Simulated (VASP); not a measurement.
# Ta2Se5 (P6/mmm) in VASP: single point with PBE

Aim: the single point of Ta2Se5 with PBE.

Program: VASP 6.6.1. These are calculated values, not measurements. Logs are shortened: lines on timing, memory, paths and dates and some standing lists are left out, and cuts for length are marked.

### Step 1. The cell of the first run

It takes space group P6/mmm (No. 191, hexagonal). Conventional cell: a = 5.346 Å, b = 5.346 Å, c = 7.211 Å, α = 90.00°, β = 90.00°, γ = 120.00°. Within 3.1 Å of Ta (site symmetry 6mm) lie 1 Se at 2.31 Å and 1 Ta at 2.59 Å. Se (site symmetry -6m2) has 5 Se at 3.09 to 3.61 Å and 6 Ta at 3.35 Å within 4.1 Å. Within 4.1 Å of Se (site symmetry -6m2) lie 8 Se at 3.09 to 3.61 Å and 6 Ta at 3.85 Å. Se (site symmetry 6/mmm) has 2 Ta at 2.31 Å and 6 Se at 3.09 Å within 3.1 Å.

### Step 2. Single point, PBE, collinear spin, ferromagnetic start

Input file INCAR:

```
ALGO = Normal
EDIFF = 1E-6
ENCUT = 520
GGA = PE
ISIF = 2
ISMEAR = 0
ISPIN = 2
LASPH = True
LCHARG = False
LMAXMIX = 4
LORBIT = 11
LREAL = False
LWAVE = False
MAGMOM = 1 1 0 0 0 0 0
NBANDS = 39
NELM = 150
PREC = Accurate
SIGMA = 0.1
```

Input file KPOINTS:

```
k-points
0
Gamma
  6 6 4
```

Input file POSCAR:

```
Ta2Se5
1.0
    5.3455193500      0.0000000000      0.0000000000
   -2.6727596700      4.6293555500      0.0000000000
    0.0000000000      0.0000000000      7.2111084100
Ta Se
2 5
Direct
    0.0000000000      0.0000000000      0.8203223000
    0.0000000000      0.0000000000      0.1796777000
    0.3333333300      0.6666666700      0.0000000000
    0.6666666700      0.3333333300      0.0000000000
    0.3333333300      0.6666666700      0.5000000000
    0.6666666700      0.3333333300      0.5000000000
    0.0000000000      0.0000000000      0.5000000000
```

Potentials or basis: VASP PAW PBE potentials, release 64 (Ta_pv, Se).

The run is started by

```
$ cat potpaw_PBE.64/Ta_pv/POTCAR potpaw_PBE.64/Se/POTCAR > POTCAR
$ mpirun -np 1 vasp_std > vasp.out
```

OUTCAR:

```text
EDIFF = 1E-6
   ENCUT = 520
   GGA = PE
   ISIF = 2
   ISMEAR = 0
   ISPIN = 2
   LASPH = True
   LORBIT = 11
   LREAL = False
   NELM = 150
   PREC = Accurate

 ion  position               nearest neighbor table
   1  0.000  0.000  0.820-   7 2.31   2 2.59
   2  0.000  0.000  0.180-   7 2.31   1 2.59
   3  0.333  0.667  0.000-
   4  0.667  0.333  0.000-
   5  0.333  0.667  0.500-
   6  0.667  0.333  0.500-
   7  0.000  0.000  0.500-   1 2.31   2 2.31

  LATTYP: Found a hexagonal cell.
 ALAT       =     5.3455193500
 C/A-ratio  =     1.3490005251

  Lattice vectors:

 A1 = (   5.3455193500,   0.0000000000,   0.0000000000)
 A2 = (  -2.6727596700,   4.6293555500,   0.0000000000)
 A3 = (   0.0000000000,   0.0000000000,   7.2111084100)

Analysis of symmetry for initial positions (statically):
=====================================================================
 Subroutine PRICEL returns:
 Original cell was already a primitive cell.

 Routine SETGRP: Setting up the symmetry group for a
 hexagonal supercell.

 Subroutine GETGRP returns: Found 24 space group operations
 (whereof 24 operations were pure point group operations)
 out of a pool of 24 trial point group operations.

The static configuration has the point symmetry D_6h.

Analysis of symmetry for dynamics (positions and initial velocities):
=====================================================================
 Subroutine PRICEL returns:
 Original cell was already a primitive cell.

 Routine SETGRP: Setting up the symmetry group for a
 hexagonal supercell.

 Subroutine GETGRP returns: Found 24 space group operations
 (whereof 24 operations were pure point group operations)
 out of a pool of 24 trial point group operations.

The dynamic configuration has the point symmetry D_6h.

Analysis of structural, dynamic, and magnetic symmetry:
=====================================================================
 Subroutine PRICEL returns:
 Original cell was already a primitive cell.

 Routine SETGRP: Setting up the symmetry group for a
 hexagonal supercell.

 Subroutine GETGRP returns: Found 24 space group operations
 (whereof 24 operations were pure point group operations)
 out of a pool of 24 trial point group operations.

The overall configuration has the point symmetry D_6h.

 Subroutine INISYM returns: Found 24 space group operations
 (whereof 24 operations are pure point group operations),
 and found     1 'primitive' translations

----------------------------------------------------------------------------------------

                                     Primitive cell

  volume of cell :     178.4483

  direct lattice vectors                    reciprocal lattice vectors
     5.345519350  0.000000000  0.000000000     0.187072562  0.108006394  0.000000000
    -2.672759670  4.629355550  0.000000000     0.000000000  0.216012788  0.000000000
     0.000000000  0.000000000  7.211108410     0.000000000  0.000000000  0.138674936

  length of vectors
     5.345519350  5.345519344  7.211108410     0.216012788  0.216012788  0.138674936

  position of ions in fractional coordinates (direct lattice)
     0.000000000  0.000000000  0.820322300
     0.000000000  0.000000000  0.179677700
     0.333333330  0.666666670  0.000000000
     0.666666670  0.333333330  0.000000000
     0.333333330  0.666666670  0.500000000
     0.666666670  0.333333330  0.500000000
     0.000000000  0.000000000  0.500000000

  ion indices of the primitive-cell ions
   primitive index   ion index
                 1           1
                 2           2
                 3           3
                 4           4
                 5           5
                 6           6
                 7           7

----------------------------------------------------------------------------------------

 KPOINTS: k-points

Automatic generation of k-mesh.
 Grid dimensions read from file:
 generate k-points for:    6    6    4

 Generating k-lattice:

  Cartesian coordinates                     Fractional coordinates (reciprocal lattice)
     0.031178760  0.018001066  0.000000000     0.166666667  0.000000000  0.000000000
     0.000000000  0.036002131  0.000000000     0.000000000  0.166666667  0.000000000
     0.000000000  0.000000000  0.034668734     0.000000000  0.000000000  0.250000000

  Length of vectors
     0.036002131  0.036002131  0.034668734

  Shift w.r.t. Gamma in fractional coordinates (k-lattice)
     0.000000000  0.000000000  0.000000000

 Subroutine IBZKPT returns following result:
 ===========================================

 Found     21 irreducible k-points:

 Following reciprocal coordinates:
            Coordinates               Weight
  0.000000  0.000000  0.000000      1.000000
  0.166667 -0.000000  0.000000      6.000000
  0.333333  0.000000  0.000000      6.000000
  0.500000  0.000000  0.000000      3.000000
  0.166667  0.166667  0.000000      6.000000
  0.333333  0.166667  0.000000     12.000000
[... 13 lines left out ...]
  0.333333  0.166667  0.500000     12.000000
  0.333333  0.333333  0.500000      2.000000
   k-points           NKPTS =     21   k-points in BZ     NKDIM =     21   number of bands    NBANDS=     39
   number of dos      NEDOS =    301   number of ions     NIONS =      7
   total plane-waves  NPLWV =  86400
   dimension x,y,z NGX =    40 NGY =   40 NGZ =   54
   dimension x,y,z NGXF=    80 NGYF=   80 NGZF=  108
   ions per type =               2   5
   NGX,Y,Z   is equivalent  to a cutoff of  12.44, 12.44, 12.45 a.u.
   NGXF,Y,Z  is equivalent  to a cutoff of  24.88, 24.88, 24.90 a.u.
 SYSTEM =  unknown system
   PREC   = accura    normal or accurate (medium, high low for compatibility)
   ISTART =      0    job   : 0-new  1-cont  2-samecut
   ICHARG =      2    charge: 1-file 2-atom 10-const
   ISPIN  =      2    spin polarized calculation?
   LNONCOLLINEAR =      F non collinear calculations
   LSORBIT =      F    spin-orbit coupling
   LASPH  =      T    aspherical Exc in radial PAW
   ENCUT  =  520.0 eV  38.22 Ry    6.18 a.u.   9.94  9.94 13.41*2*pi/ulx,y,z
   NELM   =    150;   NELMIN=  2; NELMDL= -5     # of ELM steps
   EDIFF  = 0.1E-05   stopping-criterion for ELM
   LREAL  =      F    real-space projection
   EDIFFG = 0.1E-04   stopping-criterion for IOM
   NSW    =      0    number of steps for IOM
   IBRION =     -1    ionic relax: 0-MD 1-quasi-New 2-CG
   NFREE  =      0    steps in history (QN), initial steepest desc. (CG)
   ISIF   =      2    stress and relaxation
   ISYM   =      2    0-nonsym 1-usesym 2-fastsym
   POTIM  = 0.5000    time-step for ionic-motion
   TEBEG  =    0.0;   TEEND  =   0.0 temperature during run
   PSTRESS=    0.0 pullay stress
   NELECT =      52.0000    total number of electrons
   NUPDOWN=      -1.0000    fix difference up-down
   EMIN   =  10.00;   EMAX   =-10.00  energy-range for DOS
   EFERMI =   0.00;   METHOD = LEGACY
   ISMEAR =     0;   SIGMA  =   0.10  broadening in eV -4-tet -1-fermi 0-gaus
   EFERMI_NEDOS =   21; number of points for ismear=-14 and -15
   IALGO  =     38    algorithm
   IMIX   =      4    mixing-type and parameters
     AMIX     =   0.40;   BMIX     =  1.00
     AMIX_MAG =   1.60;   BMIX_MAG =  1.00
  volume/ion in A,a.u.               =      25.49       172.03
  Fermi-wavevector in a.u.,A,eV,Ry     =   1.085355  2.051023 16.027600  1.177995
  Thomas-Fermi vector in A             =   2.221467
   LORBIT       =     11    0 simple, 1 ext, 2 COOP (PROOUT), +10 PAW based schemes
   GGA     = PE    functional components
   LHFCALC =     F    Hartree Fock is set to
   AEXX    =    0.0000 exact exchange contribution
   IVDW    =     0    specifies the selected vdW correction
   LEPSILON=     F    determine dielectric tensor
   LRPA    =     F    only Hartree local field effects (RPA)
 spin polarized calculation
 Gauss-broadening in eV      SIGMA  =   0.10
  energy-cutoff  :      520.00
  volume of cell :      178.45
 maximum number of plane-waves:      4830
 NGX is ok and might be reduce to    40
   NGX = 19   NGY = 19   NGZ = 27

 number of electron      52.0000000 magnetization       0.0017224

 Free energy of the ion-electron system (eV)
  ---------------------------------------------------
  ext. energy  EPLUGINS =         0.00000000
  ---------------------------------------------------
  free energy    TOTEN  =       -33.64143549 eV

  energy without entropy =      -33.60238798  energy(sigma->0) =      -33.62191174

 E-fermi :   3.5993     XC(G=0):  -9.7874

 val. band max:        3.5856057397   @ k =   0.1667  -0.0000   0.2500
 cond. band min:       3.6220180842   @ k =   0.1667   0.1667   0.0000
 fundamental gap:      0.0364123445
 Fermi energy:         3.5993116519

 spin component 1

 k-point     1 :       0.0000    0.0000    0.0000
  band No.  band energies     occupation
      1     -32.2328      1.00000
      2     -32.1010      1.00000
      3     -32.1010      1.00000
      4     -31.9973      1.00000
      5     -31.9973      1.00000
      6     -31.3681      1.00000
[... 30 lines left out ...]
     37       6.1987      0.00000
     38       8.8854      0.00000

 k-point     2 :       0.1667   -0.0000    0.0000
  band No.  band energies     occupation
      1     -32.2328      1.00000
      2     -32.1012      1.00000
      3     -32.1011      1.00000
      4     -31.9974      1.00000
      5     -31.9973      1.00000
      6     -31.3681      1.00000
[... 30 lines left out ...]
     37       6.0181      0.00000
     38       8.7531      0.00000
[... 736 lines left out ...]
     37       7.0118      0.00000
     38       8.5220      0.00000

 k-point    21 :       0.3333    0.3333    0.5000
  band No.  band energies     occupation
      1     -32.2283      1.00000
      2     -32.1009      1.00000
      3     -32.1009      1.00000
      4     -31.9982      1.00000
      5     -31.9982      1.00000
      6     -31.3740      1.00000
[... 30 lines left out ...]
     37       6.9914      0.00000
     38       8.9039      0.00000
 Fermi energy:         3.5993116519

 spin component 2

 k-point     1 :       0.0000    0.0000    0.0000
  band No.  band energies     occupation
      1     -32.2323      1.00000
      2     -32.1006      1.00000
      3     -32.1006      1.00000
      4     -31.9968      1.00000
      5     -31.9968      1.00000
      6     -31.3676      1.00000
[... 30 lines left out ...]
     37       6.1987      0.00000
     38       8.8855      0.00000

 k-point     2 :       0.1667   -0.0000    0.0000
  band No.  band energies     occupation
      1     -32.2322      1.00000
      2     -32.1007      1.00000
      3     -32.1006      1.00000
      4     -31.9969      1.00000
      5     -31.9968      1.00000
      6     -31.3676      1.00000
[... 30 lines left out ...]
     37       6.0182      0.00000
     38       8.7535      0.00000
[... 736 lines left out ...]
     37       7.0122      0.00000
     38       8.5223      0.00000

 k-point    21 :       0.3333    0.3333    0.5000
  band No.  band energies     occupation
      1     -32.2277      1.00000
      2     -32.1004      1.00000
      3     -32.1004      1.00000
      4     -31.9978      1.00000
      5     -31.9978      1.00000
      6     -31.3735      1.00000
[... 30 lines left out ...]
     37       6.9918      0.00000
     38       8.9042      0.00000
 [bands above 38 left out]

------------------------ aborting loop because EDIFF is reached ----------------------------------------

  FORCE on cell =-STRESS in cart. coord.  units (eV):
  Direction    XX          YY          ZZ          XY          YZ          ZX
  --------------------------------------------------------------------------------------
  -------------------------------------------------------------------------------------
  Total      -11.1734137    -11.1734137      5.9202480     -0.0000000      0.0000000     -0.0000000
  in kB     -100.3191850   -100.3191848     53.1542523     -0.0000001      0.0000000     -0.0000000
  external PRESSURE =     -49.1613725 kB  Pullay stress =       0.0000000 kB

 VOLUME and BASIS-vectors are now :
 -----------------------------------------------------------------------------
  energy-cutoff  :      520.00
  volume of cell :      178.45
      direct lattice vectors                 reciprocal lattice vectors
     5.345519350  0.000000000  0.000000000     0.187072562  0.108006394  0.000000000
    -2.672759670  4.629355550  0.000000000     0.000000000  0.216012788  0.000000000
     0.000000000  0.000000000  7.211108410     0.000000000  0.000000000  0.138674936

 POSITION                                       TOTAL-FORCE (eV/Angst)
 -----------------------------------------------------------------------------------
      0.00000      0.00000      5.91543        -0.000000      0.000000      3.624583
      0.00000      0.00000      1.29568        -0.000000      0.000000     -3.624583
     -0.00000      3.08624      0.00000         0.000000     -0.000000      0.000000
      2.67276      1.54312      0.00000         0.000000     -0.000000      0.000000
     -0.00000      3.08624      3.60555         0.000000     -0.000000      0.000000
      2.67276      1.54312      3.60555        -0.000000     -0.000000      0.000000
      0.00000      0.00000      3.60555        -0.000000     -0.000000      0.000000
 -----------------------------------------------------------------------------------
    total drift:                                0.000000     -0.000000      0.000000

  FREE ENERGIE OF THE ION-ELECTRON SYSTEM (eV)
  ---------------------------------------------------
  free  energy   TOTEN  =       -33.6414354882 eV

  energy  without entropy=      -33.6023879838  energy(sigma->0) =      -33.62191174

 total charge

# of ion       s       p       d       tot
------------------------------------------
    1        0.292   6.056   2.339   8.687
    2        0.292   6.056   2.339   8.687
    3        1.522   2.082   0.028   3.632
    4        1.522   2.082   0.028   3.632
    5        1.526   2.067   0.027   3.620
    6        1.526   2.067   0.027   3.620
    7        1.491   2.344   0.116   3.950
--------------------------------------------------
tot          8.171  22.753   4.903  35.828

 magnetization (x)

# of ion       s       p       d       tot
------------------------------------------
    1        0.000   0.000   0.001   0.001
    2        0.000   0.000   0.001   0.001
    3        0.000  -0.000   0.000  -0.000
    4        0.000  -0.000   0.000  -0.000
    5       -0.000  -0.000   0.000  -0.000
    6       -0.000  -0.000   0.000  -0.000
    7        0.000  -0.000   0.000   0.000
--------------------------------------------------
tot          0.000  -0.000   0.001   0.001
```

It took 7.4 min on 1 thread of Oxide Virtual Turin-like, shared host; peak memory 0.44 GiB.

Results:

* Free energy: -33.6414 eV
* Pressure: -4.9 GPa
* Largest force: 3.625 eV/Å
* Band gap on the k mesh: zero (filled and empty bands overlap)
* Net moment: 0.00 μB per cell
* Valence electrons inside the program's atomic spheres: Ta 8.69; Se 3.63, 3.62, 3.95

Forces in eV/Å, atoms in the order of the input:
```
Ta   0.000  0.000  3.625
Ta   0.000  0.000 -3.625
Se   0.000  0.000  0.000
Se   0.000  0.000  0.000
Se   0.000  0.000  0.000
Se   0.000  0.000  0.000
Se   0.000  0.000  0.000
```

Stress tensor (GPa, compression positive):
```
-10.03   0.00   0.00
  0.00 -10.03   0.00
  0.00   0.00   5.32
```

Caveat: spin-orbit coupling is left out, which moves the levels of the heavy elements; forces of over 1 eV/Å act on the atoms, so gaps and moduli don't describe the material at rest.
